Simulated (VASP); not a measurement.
Write the native input for VASP 6.6.1 that does the following.

```
Task                   : single point
Functional             : PBE
Potentials or basis    : VASP PAW PBE potentials, release 64 (Rb_sv, Cl)
Cutoff                 : 500 eV
k mesh                 : 6 × 6 × 6
Occupations            : gaussian, width 0.01 eV
Spin                   : no spin polarisation
Dipole correction      : no
Further INCAR settings : ALGO = Normal; EDIFF = 1e-06; NBANDS = 15
```

The structure of RbCl lies in POSCAR:

```
RbCl
1.0
    0.0000000000      3.3822878247      3.3822878247
    3.3822878247      0.0000000000      3.3822878247
    3.3822878247      3.3822878247      0.0000000000
Rb Cl
1 1
Direct
    0.0000000000      0.0000000000      0.0000000000
    0.5000000000      0.5000000000      0.5000000000
```

One way to write it, as run:

INCAR

```
ALGO = Normal ; EDIFF = 1E-6
ENCUT = 500 ; GGA = PE
GGA_COMPAT = False ; ISIF = 2
ISMEAR = 0 ; LASPH = True
LCHARG = True ; LELF = True
LREAL = False ; LVHAR = True
LWAVE = False ; NBANDS = 15
NELM = 120 ; PREC = Accurate
SIGMA = 0.01
```

KPOINTS

```
k-points
0
Gamma
  6 6 6
```

Potentials or basis: VASP PAW PBE potentials, release 64 (Rb_sv, Cl).

Command:

```sh
$ cat potpaw_PBE.64/Rb_sv/POTCAR potpaw_PBE.64/Cl/POTCAR > POTCAR
$ mpirun -np 1 vasp_std > vasp.out
```

Results of the run:

```json
{
  "Pressure": "-0.4 GPa",
  "Band gap on the k mesh": "4.74 eV"
}
```

Wall time 12 s on 1 thread of Intel(R) Xeon(R) Platinum 8488C (Sapphire Rapids), on a shared host, peak memory 0.2 GiB.
